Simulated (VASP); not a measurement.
Runs of VASP 6.6.1 on Cu. The structure is that of space group C2/m (No. 12), or close to it. The cells are those of the table. 

| cell | further INCAR settings | gap on the mesh (eV) | pressure (GPa) | largest force (eV/Å) |
| --- | --- | --- | --- | --- |
| a = 2.461, b = 2.461, c = 12.247 Å, angles 88.7, 88.7, 68.0°, 6 atoms | ALGO = Fast; EDIFF = 1e-06; NBANDS = 42 | none | (a) | 0.03 |
| a = 2.461, b = 2.461, c = 12.261 Å, angles 87.4, 87.4, 68.0°, 6 atoms | ALGO = Fast; EDIFF = 1e-06; NBANDS = 42 | none | -0.4 | 0.19 |
| a = 2.461, b = 2.461, c = 12.285 Å, angles 86.1, 86.1, 68.0°, 6 atoms | ALGO = Fast; EDIFF = 1e-06; NBANDS = 42 | none | 0.5 | 0.77 |
| a = 2.461, b = 2.461, c = 12.360 Å, angles 83.5, 83.5, 68.0°, 6 atoms | ALGO = Fast; EDIFF = 1e-07; NBANDS = 42 | none | 3.4 | 2.82 |

Alike in all rows: task single point; level PBEsol; potentials or basis VASP PAW PBE potentials, release 64 (Cu); no spin polarisation; k mesh 20 × 20 × 4; cutoff (eV) 520; smearing gaussian 0.15 eV.

Question: Fill in the values left out.

Answer: (a) -0.5.

Caveats: the PAW data sets were made with another functional, which shifts forces and pressure a little; the cell stands under pressure (at least some runs).

A gap of «none» marks levels without a gap at the run's occupations.
